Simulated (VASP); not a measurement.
MoS2, 3 atoms in the cell. The structure is trigonal, space group P3m1 (No. 156). The conventional cell has a = 3.150 Å, b = 3.150 Å, c = 6.648 Å, α = 90.00°, β = 90.00°, γ = 120.00°. Within 3.2 Å of Mo (site symmetry 3m) lie 6 S at 2.34 to 2.46 Å and 6 Mo at 3.15 Å. Within 3.2 Å of S (site symmetry 3m) lie 3 Mo at 2.46 Å and 7 S at 3.13 to 3.15 Å. Within 3.2 Å of S (site symmetry 3m) lie 3 Mo at 2.34 Å and 7 S at 3.13 to 3.15 Å.  This cell differs from its parent crystal: all S atoms moved +0.087 Å, as atom 2 along Cartesian [0 0 1].

```yaml
Program: VASP 6.6.1
Task: single point
Functional: PBE
Dispersion: D3(BJ)
Potentials_or_basis: VASP PAW PBE potentials, release 64 (Mo_sv, S)
Cutoff: 520 eV
k_mesh: 12 × 12 × 4
Occupations: gaussian, width 0.05 eV
Spin: no spin polarisation
Dipole_correction: no
Further_INCAR_settings: ALGO = Normal; EDIFF = 1e-07; NBANDS = 20
```

Potentials or basis: VASP PAW PBE potentials, release 64 (Mo_sv, S).

Launch:

```console
$ cat potpaw_PBE.64/Mo_sv/POTCAR potpaw_PBE.64/S/POTCAR > POTCAR
$ mpirun -np 1 vasp_std > vasp.out
```

Hardware: 1 thread of Intel Xeon 8259CL, on a shared host.

Task: Estimate the wall time of this run.

Result: Run time: 2.4 min on 1 thread of Intel Xeon 8259CL (shared host), peak memory 0.23 GiB. Counts: scf iterations 16, k points 69.
